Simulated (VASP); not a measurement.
ZnCu, 2 atoms in the cell. Symmetry: Pm-3m, No. 221, cubic system. The conventional cell has a = 2.910 Å, b = 2.910 Å, c = 2.910 Å, α = 90.00°, β = 90.00°, γ = 90.00°. Zn (site symmetry m-3m) has 8 Cu at 2.52 Å and 6 Zn at 2.91 Å within 3.3 Å. Within 3.3 Å of Cu (site symmetry m-3m) lie 8 Zn at 2.52 Å and 6 Cu at 2.91 Å. 

| Property | Result |
| --- | --- |
| Program | VASP 6.6.1 |
| Task | single point |
| Functional | r2SCAN |
| Potentials or basis | VASP PAW PBE potentials, release 64 (Zn, Cu) |
| Cutoff | 520 eV |
| k mesh | 14 × 14 × 14 |
| Occupations | fermi-dirac, width 0.1 eV |
| Spin | no spin polarisation |
| Dipole correction | no |
| Further INCAR settings | ALGO = Normal; EDIFF = 1e-07; NBANDS = 18 |

Potentials or basis: VASP PAW PBE potentials, release 64 (Zn, Cu).

The run is started by

```bash
$ cat potpaw_PBE.64/Zn/POTCAR potpaw_PBE.64/Cu/POTCAR > POTCAR
$ cp INCAR.step1 INCAR
$ mpirun -np 1 vasp_std > vasp.out
$ cp INCAR.step2 INCAR
$ mpirun -np 1 vasp_std > vasp.out
```

Hardware: 1 thread of Intel Xeon 8259CL, on a shared host.

Q: Estimate the wall time of this run.

A: Wall time 3.7 min on 1 thread of Intel Xeon 8259CL (shared host), peak memory 0.19 GiB. Counts: k points 120.
